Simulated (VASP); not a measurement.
# Ir (Fd-3m) in VASP: further runs, part 2 of 2

VASP 6.6.1. The steps go on from the part before.

## Step 4: Single point, PBE

This run uses another cell than the first one, of 13.44 Å³/atom.

INCAR reads:

```
PREC = Accurate
ENCUT = 520
EDIFF = 1E-6
ISMEAR = -1
SIGMA = 0.05
LREAL = False
LASPH = True
NELM = 60
ALGO = Normal
ISIF = 2
LWAVE = False
LCHARG = False
GGA = PE
NBANDS = 16
```

KPOINTS reads:

```
regular mesh
0
Gamma
  14 14 14
```

POSCAR reads:

```
Ir
1.0
    0.0000000000      2.3775823209      2.3775823209
    2.3775823209      0.0000000000      2.3775823209
    2.3775823209      2.3775823209      0.0000000000
Ir
2
Direct
   -0.1250000000     -0.1250000000     -0.1250000000
    0.1250000000      0.1250000000      0.1250000000
```

Potentials or basis: VASP PAW PBE potentials, release 64 (Ir).

On the command line:

```bash
$ cat potpaw_PBE.64/Ir/POTCAR > POTCAR
$ mpirun -np 1 vasp_std > vasp.out
```

OUTCAR:

```text
PREC = Accurate
   ENCUT = 520
   EDIFF = 1E-6
   ISMEAR = -1
   LREAL = False
   LASPH = True
   NELM = 60
   ISIF = 2
   GGA = PE

 ion  position               nearest neighbor table
   1  0.875  0.875  0.875-   2 2.06   2 2.06   2 2.06   2 2.06
   2  0.125  0.125  0.125-   1 2.06   1 2.06   1 2.06   1 2.06

  LATTYP: Found a face centered cubic cell.
 ALAT       =     4.7551646418

  Lattice vectors:

 A1 = (   0.0000000000,   2.3775823209,   2.3775823209)
 A2 = (   2.3775823209,   0.0000000000,   2.3775823209)
 A3 = (   2.3775823209,   2.3775823209,   0.0000000000)

Analysis of symmetry for initial positions (statically):
=====================================================================
 Subroutine PRICEL returns:
 Original cell was already a primitive cell.

 Routine SETGRP: Setting up the symmetry group for a
 face centered cubic supercell.

 Subroutine GETGRP returns: Found 48 space group operations
 (whereof 12 operations were pure point group operations)
 out of a pool of 48 trial point group operations.

The static configuration has the point symmetry D_3d.
 The point group associated with its full space group is O_h .

Analysis of symmetry for dynamics (positions and initial velocities):
=====================================================================
 Subroutine PRICEL returns:
 Original cell was already a primitive cell.

 Routine SETGRP: Setting up the symmetry group for a
 face centered cubic supercell.

 Subroutine GETGRP returns: Found 48 space group operations
 (whereof 12 operations were pure point group operations)
 out of a pool of 48 trial point group operations.

The dynamic configuration has the point symmetry D_3d.
 The point group associated with its full space group is O_h .

 Subroutine INISYM returns: Found 48 space group operations
 (whereof 12 operations are pure point group operations),
 and found     1 'primitive' translations

[... 111 lines left out ...]
   IALGO  =     38    algorithm
   IMIX   =      4    mixing-type and parameters
     AMIX     =   0.40;   BMIX     =  1.00
     AMIX_MAG =   1.60;   BMIX_MAG =  1.00
  volume/ion in A,a.u.               =      13.44        90.70
  Fermi-wavevector in a.u.,A,eV,Ry     =   1.432254  2.706568 27.910340  2.051352
  Thomas-Fermi vector in A             =   2.551902
   LORBIT       =      0    0 simple, 1 ext, 2 COOP (PROOUT), +10 PAW based schemes
   GGA     = PE    functional components
   LHFCALC =     F    Hartree Fock is set to
   AEXX    =    0.0000 exact exchange contribution
   IVDW    =     0    specifies the selected vdW correction
   LEPSILON=     F    determine dielectric tensor
   LRPA    =     F    only Hartree local field effects (RPA)
 non-spin polarized calculation
  energy-cutoff  :      520.00
  volume of cell :       26.88
 maximum number of plane-waves:       742
 NGX is ok and might be reduce to    28
   NGX = 13   NGY = 13   NGZ = 13

 number of electron      18.0000001 magnetization

 Free energy of the ion-electron system (eV)
  ---------------------------------------------------
  ext. energy  EPLUGINS =         0.00000000
  ---------------------------------------------------
  free energy    TOTEN  =        -7.44923695 eV

  energy without entropy =       -7.44062373  energy(sigma->0) =       -7.44493034

 E-fermi :  12.2800     XC(G=0): -13.8329

 val. band max:       12.2577521354   @ k =  -0.3571   0.1429   0.0000
 cond. band min:      12.3188004370   @ k =   0.3571   0.2143   0.0714
 fundamental gap:      0.0610483016
 Fermi energy:        12.2800149702

 k-point     1 :       0.0000    0.0000    0.0000
  band No.  band energies     occupation
      1       0.4329      2.00000
      2       2.9142      2.00000
      3       2.9142      2.00000
      4       4.7563      2.00000
      5       4.7563      2.00000
      6       4.7563      2.00000
[... 433 lines left out ...]
      3       3.5976      2.00000
      4       4.3685      2.00000
      5       4.6226      2.00000
      6       6.2669      2.00000
[... 8 lines left out ...]
     15      26.5624      0.00000
     16      26.6137      0.00000

 [... further k-points ...]

------------------------ aborting loop because EDIFF is reached ----------------------------------------

  FORCE on cell =-STRESS in cart. coord.  units (eV):
  Direction    XX          YY          ZZ          XY          YZ          ZX
  --------------------------------------------------------------------------------------
  -------------------------------------------------------------------------------------
  Total       41.4909471     41.4909471     41.4909471      0.0000000      0.0000000     -0.0000000
  in kB     2473.0178277   2473.0178277   2473.0178277      0.0000000      0.0000000     -0.0000000
  external PRESSURE =    2473.0178277 kB  Pullay stress =       0.0000000 kB

 VOLUME and BASIS-vectors are now :
 -----------------------------------------------------------------------------
  energy-cutoff  :      520.00
  volume of cell :       26.88
      direct lattice vectors                 reciprocal lattice vectors
     0.000000000  2.377582321  2.377582321    -0.210297661  0.210297661  0.210297661
     2.377582321  0.000000000  2.377582321     0.210297661 -0.210297661  0.210297661
     2.377582321  2.377582321  0.000000000     0.210297661  0.210297661 -0.210297661

 POSITION                                       TOTAL-FORCE (eV/Angst)
 -----------------------------------------------------------------------------------
      4.16077      4.16077      4.16077         0.000000     -0.000000      0.000000
      0.59440      0.59440      0.59440        -0.000000      0.000000     -0.000000
 -----------------------------------------------------------------------------------
    total drift:                                0.000000     -0.000000     -0.000000

  FREE ENERGIE OF THE ION-ELECTRON SYSTEM (eV)
  ---------------------------------------------------
  free  energy   TOTEN  =        -7.4492369517 eV

  energy  without entropy=       -7.4406237331  energy(sigma->0) =       -7.44493034
```

stdout:

```text
POSCAR found type information on POSCAR Ir
 POSCAR found :  1 types and       2 ions
 scaLAPACK will be used
 LDA part: xc-table for (Slater+PW92), standard interpolation
 POSCAR, INCAR and KPOINTS ok, starting setup
 FFT: planning ... GRIDC
 FFT: planning ... GRID_SOFT
 FFT: planning ... GRID
 WAVECAR not read
 entering main loop
```

Run time: 20 s. Hardware: 1 thread of Intel Xeon 6975P-C (Granite Rapids), shared host; peak memory 0.18 GiB.

Results:

| Quantity | Value |
| --- | --- |
| Free energy | -7.4492 eV |
| Pressure | 247.3 GPa |
| Band gap on the k mesh | zero (bands 9 and 10 overlap by 3.05 eV) |

Levels at points of the mesh, in eV from the Fermi level:
| k point | band 7 | band 8 | band 9 | band 10 | band 11 | band 12 |
| --- | --- | --- | --- | --- | --- | --- |
| (0.00, 0.00, 0.00) | -2.91 | -2.91 | -2.91 | 2.36 | 2.36 | 11.68 |
| (0.50, 0.00, 0.00) | -3.30 | -1.20 | -1.20 | 0.93 | 0.93 | 2.57 |
| (0.50, 0.50, 0.00) | -4.65 | -4.65 | 1.40 | 1.40 | 3.27 | 3.27 |

Caveat: the cell stands under pressure; spin-orbit coupling is left out, which moves the levels of the heavy elements.

## Step 5: Single point, PBE

This run uses another cell than the first one, of 13.43 Å³/atom.

INCAR reads:

```
SYSTEM = Ir
ALGO = Normal ; EDIFF = 1E-6
ENCUT = 520 ; GGA = PE
ISIF = 2 ; ISMEAR = -1
LASPH = .TRUE. ; LCHARG = .FALSE.
LREAL = .FALSE. ; LWAVE = .FALSE.
NBANDS = 16 ; NELM = 100
PREC = Accurate ; SIGMA = 0.05
```

KPOINTS reads:

```
k-points
0
G
  14 14 14
  0 0 0
```

POSCAR reads:

```
Ir
1.0
    0.0000000000      2.3772025613      2.3772025613
    2.3772025613      0.0000000000      2.3772025613
    2.3772025613      2.3772025613      0.0000000000
Ir
2
Direct
   -0.1250000000     -0.1250000000     -0.1250000000
    0.1250000000      0.1250000000      0.1250000000
```

On the command line:

```bash
$ cat potpaw_PBE.64/Ir/POTCAR > POTCAR
$ mpirun -np 1 vasp_std > vasp.out
```

It took 21 s on 1 thread of Intel Xeon 6975P-C (Granite Rapids), shared host; peak memory 0.19 GiB.

The run converged. Its results:

```yaml
Free_energy: -7.4293 eV
Pressure: 247.8 GPa
Band_gap_on_the_k_mesh: zero (bands 9 and 10 overlap by 3.05 eV)
```

Levels at points of the mesh, in eV from the Fermi level:
```tsv
k point	band 6	band 7	band 8	band 9	band 10	band 11	band 12	band 13
(0.00, 0.00, 0.00)	-7.53	-2.91	-2.91	-2.91	2.36	2.36	11.68	13.19
(0.50, 0.00, 0.00)	-8.32	-3.30	-1.20	-1.20	0.93	0.93	2.57	10.02
(0.50, 0.50, 0.00)	-4.67	-4.65	-4.65	1.40	1.40	3.27	3.27	4.53
```

Caveat: the cell stands under pressure; spin-orbit coupling is left out, which moves the levels of the heavy elements.

## Step 6: Summary

| task | cell | cutoff (eV) | gap on the mesh (eV) | pressure (GPa) |
| --- | --- | --- | --- | --- |
| relaxation of cell and atoms | relaxed to 270 GPa from a = 3.201 Å, angles 60.0°, 2 atoms | 600 | none | 270.0 |
| relaxation of cell and atoms | relaxed to 270 GPa from a = 3.362 Å, angles 60.0°, 2 atoms | 600 | none | 270.0 |
| single point | a = 3.362 Å, angles 60.0°, 2 atoms | 520 | none | 247.8 |

Alike in all rows: level PBE; potentials or basis VASP PAW PBE potentials, release 64 (Ir); no spin polarisation; k mesh 14 × 14 × 14; smearing fermi-dirac 0.05 eV.

Caveats: spin-orbit coupling is left out, which moves the levels of the heavy elements; the cell is relaxed towards a set pressure, so the run minimises the enthalpy, not the energy (at least some runs); the cell stands under pressure (at least some runs).

Total energies depend on the potentials used, so only differences within one code and one set of settings carry meaning.
